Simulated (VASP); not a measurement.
# CoO in VASP: settings compared

The runs below take CoO through single point, relaxation of cell and atoms, with PBE+U, PBEsol+U.

Everything below comes from runs of VASP 6.6.1. Logs are shortened: lines on timing, memory, paths and dates and some standing lists are left out, and cuts for length are marked.

## Step 1: The cell of the first run

It takes space group I4/mmm (No. 139, tetragonal). The conventional cell has a = 3.016 Å, b = 3.016 Å, c = 4.215 Å, α = 90.00°, β = 90.00°, γ = 90.00°. Co (site symmetry 4/mmm) has 6 O at 2.11 to 2.13 Å within 2.8 Å. Within 2.8 Å of O (site symmetry 4/mmm) lie 6 Co at 2.11 to 2.13 Å.

## Step 2: Single point, PBE+U, collinear spin, ferromagnetic start

INCAR

```
PREC = Accurate
ENCUT = 520
EDIFF = 1E-7
ISMEAR = -1
SIGMA = 0.05
LREAL = False
LASPH = True
NELM = 150
ALGO = Normal
ISIF = 2
LWAVE = False
LCHARG = False
ISPIN = 2
MAGMOM = 2 0
LORBIT = 11
LMAXMIX = 4
LDAU = True
LDAUTYPE = 2
LDAUL = 2 -1
LDAUU = 7 0
LDAUJ = 0 0
LDAUPRINT = 1
GGA = PE
NBANDS = 18
```

KPOINTS

```
regular mesh
0
Gamma
  12 12 12
```

POSCAR

```
CoO
1.0
   -1.5080004400      1.5080004400      2.1072503600
    1.5080004400     -1.5080004400      2.1072503600
    1.5080004400      1.5080004400     -2.1072503600
Co O
1 1
Direct
    0.0000000000      0.0000000000      0.0000000000
    0.5000000000      0.5000000000      0.0000000000
```

Potentials or basis: VASP PAW PBE potentials, release 64 (Co, O).

Started as:

```console
> cat potpaw_PBE.64/Co/POTCAR potpaw_PBE.64/O/POTCAR > POTCAR
> mpirun -np 1 vasp_std > vasp.out
```

OUTCAR:

```text
PREC = Accurate
   ENCUT = 520
   EDIFF = 1E-7
   ISMEAR = -1
   LREAL = False
   LASPH = True
   NELM = 150
   ISIF = 2
   ISPIN = 2
   LORBIT = 11
   GGA = PE

 ion  position               nearest neighbor table
   1  0.000  0.000  0.000-   2 2.11   2 2.11   2 2.13   2 2.13   2 2.13   2 2.13
   2  0.500  0.500  0.000-   1 2.11   1 2.11   1 2.13   1 2.13   1 2.13   1 2.13

  LATTYP: Found a body centered tetragonal cell.
 ALAT       =     3.0160008800
 C/A-ratio  =     1.3973804676

  Lattice vectors:

 A1 = (  -1.5080004400,   1.5080004400,   2.1072503600)
 A2 = (   1.5080004400,  -1.5080004400,   2.1072503600)
 A3 = (   1.5080004400,   1.5080004400,  -2.1072503600)

Analysis of symmetry for initial positions (statically):
=====================================================================
 Subroutine PRICEL returns:
 Original cell was already a primitive cell.

 Routine SETGRP: Setting up the symmetry group for a
 body centered tetragonal supercell.

 Subroutine GETGRP returns: Found 16 space group operations
 (whereof 16 operations were pure point group operations)
 out of a pool of 16 trial point group operations.

The static configuration has the point symmetry D_4h.

Analysis of symmetry for dynamics (positions and initial velocities):
=====================================================================
 Subroutine PRICEL returns:
 Original cell was already a primitive cell.

 Routine SETGRP: Setting up the symmetry group for a
 body centered tetragonal supercell.

 Subroutine GETGRP returns: Found 16 space group operations
 (whereof 16 operations were pure point group operations)
 out of a pool of 16 trial point group operations.

The dynamic configuration has the point symmetry D_4h.

Analysis of structural, dynamic, and magnetic symmetry:
=====================================================================
 Subroutine PRICEL returns:
 Original cell was already a primitive cell.

 Routine SETGRP: Setting up the symmetry group for a
 body centered tetragonal supercell.

 Subroutine GETGRP returns: Found 16 space group operations
 (whereof 16 operations were pure point group operations)
 out of a pool of 16 trial point group operations.

The overall configuration has the point symmetry D_4h.

 Subroutine INISYM returns: Found 16 space group operations
 (whereof 16 operations are pure point group operations),
 and found     1 'primitive' translations

----------------------------------------------------------------------------------------

                                     Primitive cell

  volume of cell :      19.1681

  direct lattice vectors                    reciprocal lattice vectors
    -1.508000440  1.508000440  2.107250360     0.000000000  0.331564890  0.237276030
     1.508000440 -1.508000440  2.107250360     0.331564890  0.000000000  0.237276030
     1.508000440  1.508000440 -2.107250360     0.331564890  0.331564890  0.000000000

  length of vectors
     2.998105191  2.998105191  2.998105191     0.407719500  0.407719500  0.468903564

  position of ions in fractional coordinates (direct lattice)
     0.000000000  0.000000000  0.000000000
[... 70 lines left out ...]
   ISTART =      0    job   : 0-new  1-cont  2-samecut
   ICHARG =      2    charge: 1-file 2-atom 10-const
   ISPIN  =      2    spin polarized calculation?
   LNONCOLLINEAR =      F non collinear calculations
   LSORBIT =      F    spin-orbit coupling
   LASPH  =      T    aspherical Exc in radial PAW
   ENCUT  =  520.0 eV  38.22 Ry    6.18 a.u.   5.57  5.57  5.57*2*pi/ulx,y,z
   NELM   =    150;   NELMIN=  2; NELMDL= -5     # of ELM steps
   EDIFF  = 0.1E-06   stopping-criterion for ELM
   LREAL  =      F    real-space projection
   EDIFFG = 0.1E-05   stopping-criterion for IOM
   NSW    =      0    number of steps for IOM
   IBRION =     -1    ionic relax: 0-MD 1-quasi-New 2-CG
   NFREE  =      0    steps in history (QN), initial steepest desc. (CG)
   ISIF   =      2    stress and relaxation
   ISYM   =      2    0-nonsym 1-usesym 2-fastsym
   POTIM  = 0.5000    time-step for ionic-motion
   TEBEG  =    0.0;   TEEND  =   0.0 temperature during run
   PSTRESS=    0.0 pullay stress
   NELECT =      15.0000    total number of electrons
   NUPDOWN=      -1.0000    fix difference up-down
   EMIN   =  10.00;   EMAX   =-10.00  energy-range for DOS
   EFERMI =   0.00;   METHOD = LEGACY
   ISMEAR =    -1;   SIGMA  =   0.05  broadening in eV -4-tet -1-fermi 0-gaus
   EFERMI_NEDOS =   21; number of points for ismear=-14 and -15
   IALGO  =     38    algorithm
   IMIX   =      4    mixing-type and parameters
     AMIX     =   0.40;   BMIX     =  1.00
     AMIX_MAG =   1.60;   BMIX_MAG =  1.00
  volume/ion in A,a.u.               =       9.58        64.68
  Fermi-wavevector in a.u.,A,eV,Ry     =   1.508617  2.850872 30.965828  2.275924
  Thomas-Fermi vector in A             =   2.619047
   LORBIT       =     11    0 simple, 1 ext, 2 COOP (PROOUT), +10 PAW based schemes
 LDA+U is selected, type is set to LDAUTYPE =  2
   angular momentum for each species LDAUL =     2   -1
   U (eV)           for each species LDAUU =   7.0  0.0
   J (eV)           for each species LDAUJ =   0.0  0.0
   GGA     = PE    functional components
   LHFCALC =     F    Hartree Fock is set to
   AEXX    =    0.0000 exact exchange contribution
   IVDW    =     0    specifies the selected vdW correction
   LEPSILON=     F    determine dielectric tensor
   LRPA    =     F    only Hartree local field effects (RPA)
 spin polarized calculation
  energy-cutoff  :      520.00
  volume of cell :       19.17
 maximum number of plane-waves:       533
 NGX is ok and might be reduce to    24
   NGX = 11   NGY = 11   NGZ = 11

atom =   1  type =  1  l = 2

 onsite density matrix

spin component  1

  1.0300 -0.0000 -0.0000 -0.0000 -0.0000
 -0.0000  0.9813 -0.0000  0.0000 -0.0000
 -0.0000 -0.0000  1.0347  0.0000 -0.0000
 -0.0000  0.0000  0.0000  0.9813  0.0000
 -0.0000 -0.0000 -0.0000  0.0000  0.9795

spin component  2

  0.0916  0.0000  0.0000  0.0000  0.0000
  0.0000  0.4970 -0.0000 -0.0000  0.0000
  0.0000 -0.0000  0.1106 -0.0000  0.0000
  0.0000 -0.0000 -0.0000  0.4970  0.0000
  0.0000  0.0000  0.0000  0.0000  0.9760

 occupancies and eigenvectors

  o =  0.0916  v =  0.0000  0.0000  0.0000  0.0000  0.0000  1.0000 -0.0000 -0.0000 -0.0000 -0.0000      0.0000  0.0000  0.0000  0.0000  0.0000  0.0000  0.0000  0.0000  0.0000  0.0000
  o =  0.1106  v =  0.0000  0.0000  0.0000  0.0000  0.0000  0.0000 -0.0000  1.0000  0.0000  0.0000      0.0000  0.0000  0.0000  0.0000  0.0000  0.0000  0.0000  0.0000  0.0000  0.0000
  o =  0.4970  v =  0.0000  0.0000  0.0000  0.0000  0.0000 -0.0000 -0.9996 -0.0000  0.0268  0.0000      0.0000  0.0000  0.0000  0.0000  0.0000  0.0000  0.0000  0.0000  0.0000  0.0000
  o =  0.4970  v =  0.0000  0.0000  0.0000  0.0000  0.0000  0.0000  0.0268 -0.0000  0.9996 -0.0000      0.0000  0.0000  0.0000  0.0000  0.0000  0.0000  0.0000  0.0000  0.0000  0.0000
  o =  0.9760  v =  0.0000  0.0000  0.0000  0.0000  0.0000  0.0000  0.0000  0.0000  0.0000  1.0000      0.0000  0.0000  0.0000  0.0000  0.0000  0.0000  0.0000  0.0000  0.0000  0.0000
  o =  0.9795  v =  0.0000 -0.0000  0.0000 -0.0000  1.0000  0.0000  0.0000  0.0000  0.0000  0.0000      0.0000  0.0000  0.0000  0.0000  0.0000  0.0000  0.0000  0.0000  0.0000  0.0000
  o =  0.9813  v =  0.0000  0.0708  0.0000 -0.9975 -0.0000  0.0000  0.0000  0.0000  0.0000  0.0000      0.0000  0.0000  0.0000  0.0000  0.0000  0.0000  0.0000  0.0000  0.0000  0.0000
  o =  0.9813  v =  0.0000 -0.9975 -0.0000 -0.0708 -0.0000  0.0000  0.0000  0.0000  0.0000  0.0000      0.0000  0.0000  0.0000  0.0000  0.0000  0.0000  0.0000  0.0000  0.0000  0.0000
  o =  1.0300  v =  1.0000  0.0000  0.0000  0.0000  0.0000  0.0000  0.0000  0.0000  0.0000  0.0000      0.0000  0.0000  0.0000  0.0000  0.0000  0.0000  0.0000  0.0000  0.0000  0.0000
  o =  1.0347  v =  0.0000  0.0000 -1.0000 -0.0000  0.0000  0.0000  0.0000  0.0000  0.0000  0.0000      0.0000  0.0000  0.0000  0.0000  0.0000  0.0000  0.0000  0.0000  0.0000  0.0000

 number of electron      15.0000006 magnetization       2.9999886

 Free energy of the ion-electron system (eV)
  ---------------------------------------------------
  ext. energy  EPLUGINS =         0.00000000
  ---------------------------------------------------
  free energy    TOTEN  =       -10.08294361 eV

  energy without entropy =      -10.06426382  energy(sigma->0) =      -10.07360372

 E-fermi :   7.7350     XC(G=0): -12.4164

 val. band max:        7.7343459856   @ k =   0.4167   0.0833   0.0833
 cond. band min:       7.7372291270   @ k =  -0.4167   0.4167   0.3333
 fundamental gap:      0.0028831414
 Fermi energy:         7.7350427198

 spin component 1

 k-point     1 :       0.0000    0.0000    0.0000
  band No.  band energies     occupation
      1     -11.8919      1.00000
      2       0.3740      1.00000
      3       0.8463      1.00000
      4       1.0303      1.00000
      5       1.0303      1.00000
      6       1.9747      1.00000
[... 1001 lines left out ...]
     17      35.9333      0.00000
     18      37.5045      0.00000

 [... further k-points ...]

------------------------ aborting loop because EDIFF is reached ----------------------------------------

  FORCE on cell =-STRESS in cart. coord.  units (eV):
  Direction    XX          YY          ZZ          XY          YZ          ZX
  --------------------------------------------------------------------------------------
  -------------------------------------------------------------------------------------
  Total        0.1454982      0.1454982     -0.7169974      0.0000000     -0.0000000      0.0000000
  in kB       12.1615585     12.1615585    -59.9306613      0.0000000     -0.0000000      0.0000000
  external PRESSURE =     -11.8691814 kB  Pullay stress =       0.0000000 kB

 VOLUME and BASIS-vectors are now :
 -----------------------------------------------------------------------------
  energy-cutoff  :      520.00
  volume of cell :       19.17
      direct lattice vectors                 reciprocal lattice vectors
    -1.508000440  1.508000440  2.107250360     0.000000000  0.331564890  0.237276030
     1.508000440 -1.508000440  2.107250360     0.331564890  0.000000000  0.237276030
     1.508000440  1.508000440 -2.107250360     0.331564890  0.331564890  0.000000000

 POSITION                                       TOTAL-FORCE (eV/Angst)
 -----------------------------------------------------------------------------------
      0.00000      0.00000      0.00000        -0.000000      0.000000      0.000000
      0.00000      0.00000      2.10725         0.000000     -0.000000     -0.000000
 -----------------------------------------------------------------------------------
    total drift:                               -0.000000      0.000000     -0.000000

  FREE ENERGIE OF THE ION-ELECTRON SYSTEM (eV)
  ---------------------------------------------------
  free  energy   TOTEN  =       -10.0829436134 eV

  energy  without entropy=      -10.0642638193  energy(sigma->0) =      -10.07360372

 total charge

# of ion       s       p       d       tot
------------------------------------------
    1        0.305   0.376   7.152   7.834
    2        1.549   3.473   0.000   5.022
--------------------------------------------------
tot          1.855   3.849   7.152  12.856

 magnetization (x)

# of ion       s       p       d       tot
------------------------------------------
    1        0.020   0.018   2.830   2.868
    2        0.016   0.148   0.000   0.164
--------------------------------------------------
tot          0.036   0.166   2.830   3.032
```

It took 81 s on 1 thread of AMD EPYC 9R45 (Zen 5), shared host; peak memory 0.18 GiB.

Results:

| Item | Value |
| --- | --- |
| Free energy | -10.0829 eV |
| Pressure | -1.2 GPa |
| Band gap on the k mesh | zero (filled and empty bands overlap) |
| Net moment | 3.00 μB per cell |
| Site moments | Co +2.87; O +0.16 μB |
| Valence electrons inside the program's atomic spheres | Co 7.83; O 5.02 |

Levels at points of the mesh, in eV from the Fermi level:
Spin up:
```tsv
k point	band 7	band 8	band 9	band 10	band 11	band 12
(0.00, 0.00, 0.00)	-2.55	-2.40	-2.40	1.45	16.08	16.08
(0.50, 0.00, 0.00)	-4.19	-1.06	-0.97	5.46	9.77	13.62
(0.50, 0.50, 0.00)	-4.92	-3.84	-3.62	6.08	10.05	10.41
(0.50, 0.50, 0.50)	-5.87	-3.73	-3.73	6.14	10.26	10.47
```
Spin down:
| k point | band 2 | band 3 | band 4 | band 5 | band 6 | band 7 | band 8 | band 9 | band 10 | band 11 |
| --- | --- | --- | --- | --- | --- | --- | --- | --- | --- | --- |
| (0.00, 0.00, 0.00) | -4.24 | -2.19 | -2.09 | -2.09 | -1.04 | -1.03 | 1.92 | 2.57 | 3.27 | 16.93 |
| (0.50, 0.00, 0.00) | -7.49 | -4.23 | -3.59 | -2.54 | 0.08 | 0.21 | 4.78 | 5.38 | 5.69 | 10.52 |
| (0.50, 0.50, 0.00) | -6.02 | -3.48 | -3.31 | -3.25 | -2.12 | 0.20 | 3.12 | 4.06 | 7.16 | 10.69 |
| (0.50, 0.50, 0.50) | -6.07 | -5.12 | -3.41 | -3.41 | 0.19 | 0.19 | 3.40 | 3.84 | 7.18 | 10.68 |

Eigenvalues of the final occupation matrices:
```csv
site,spin,trace,eigenvalues
site 1 d,1,5.01,0.98 0.98 0.98 1.03 1.03
site 1 d,2,2.17,0.09 0.11 0.50 0.50 0.98
```

Caveat: the stress differs along the axes, from -6 to 1 GPa; a cell with one magnetic atom can't hold antiferromagnetic order, which such compounds often take. The state reached can hang on the start; a lower one may exist.

## Step 3: Single point, PBEsol+U, collinear spin, ferromagnetic start

INCAR

```
ALGO = Normal
EDIFF = 1E-6
ENCUT = 520
GGA = PS
ISIF = 2
ISMEAR = -1
ISPIN = 2
LASPH = T
LCHARG = T
LDAU = T
LDAUJ = 0 0
LDAUL = 2 -1
LDAUPRINT = 1
LDAUTYPE = 2
LDAUU = 3.5 0
LELF = T
LMAXMIX = 4
LORBIT = 11
LREAL = F
LVHAR = T
LWAVE = F
MAGMOM = 2 0
NBANDS = 18
NELM = 150
PREC = Accurate
SIGMA = 0.05
```

KPOINTS

```
k-points
0
Gamma
  12 12 12
```

POSCAR is that of step 2.

Potentials or basis: VASP PAW PBE potentials, release 64 (Co, O).

Started as:

```console
> cat potpaw_PBE.64/Co/POTCAR potpaw_PBE.64/O/POTCAR > POTCAR
> mpirun -np 1 vasp_std > vasp.out
```

Run time: 81 s. Hardware: 1 thread of AMD EPYC 9R45 (Zen 5), shared host; peak memory 0.18 GiB.

Results (log left out):

* Free energy: -12.2878 eV
* Pressure: -8.8 GPa
* Band gap on the k mesh: zero (filled and empty bands overlap)
* Net moment: 3.00 μB per cell
* Site moments: Co +2.74; O +0.24 μB
* Valence electrons inside the program's atomic spheres: Co 7.82; O 4.98

Stress tensor (GPa, compression positive):
```
 -6.14   0.00   0.00
  0.00  -6.14   0.00
  0.00   0.00 -13.98
```

Levels at points of the mesh, in eV from the Fermi level:
Spin up:
```tsv
k point	band 7	band 8	band 9	band 10	band 11	band 12
(0.00, 0.00, 0.00)	-2.90	-2.75	-2.75	1.16	16.83	17.03
(0.50, 0.00, 0.00)	-2.99	-0.59	-0.49	5.11	9.52	13.33
(0.50, 0.50, 0.00)	-4.05	-3.96	-3.18	5.86	10.02	10.75
(0.50, 0.50, 0.50)	-4.10	-4.07	-4.07	5.91	10.08	10.94
```
Spin down:
| k point | band 3 | band 4 | band 5 | band 6 | band 7 | band 8 | band 9 | band 10 |
| --- | --- | --- | --- | --- | --- | --- | --- | --- |
| (0.00, 0.00, 0.00) | -2.38 | -2.28 | -2.28 | -1.04 | -1.04 | 0.90 | 1.52 | 1.70 |
| (0.50, 0.00, 0.00) | -4.33 | -4.09 | -1.33 | 0.06 | 0.23 | 3.46 | 3.91 | 5.40 |
| (0.50, 0.50, 0.00) | -3.69 | -3.52 | -2.17 | -1.39 | 0.25 | 1.47 | 2.39 | 6.82 |
| (0.50, 0.50, 0.50) | -3.62 | -3.62 | -3.55 | 0.23 | 0.23 | 1.84 | 2.06 | 6.84 |

Eigenvalues of the final occupation matrices:
```tsv
site	spin	trace	eigenvalues
site 1 d	1	4.93	0.97 0.97 0.97 1.01 1.02
site 1 d	2	2.23	0.13 0.16 0.49 0.49 0.96
```

Caveat: the stress differs along the axes, from -14 to -6 GPa; the PAW data sets were made with another functional, which shifts forces and pressure a little; a cell with one magnetic atom can't hold antiferromagnetic order, which such compounds often take. The state reached can hang on the start; a lower one may exist.

[end of part 1 of 2]
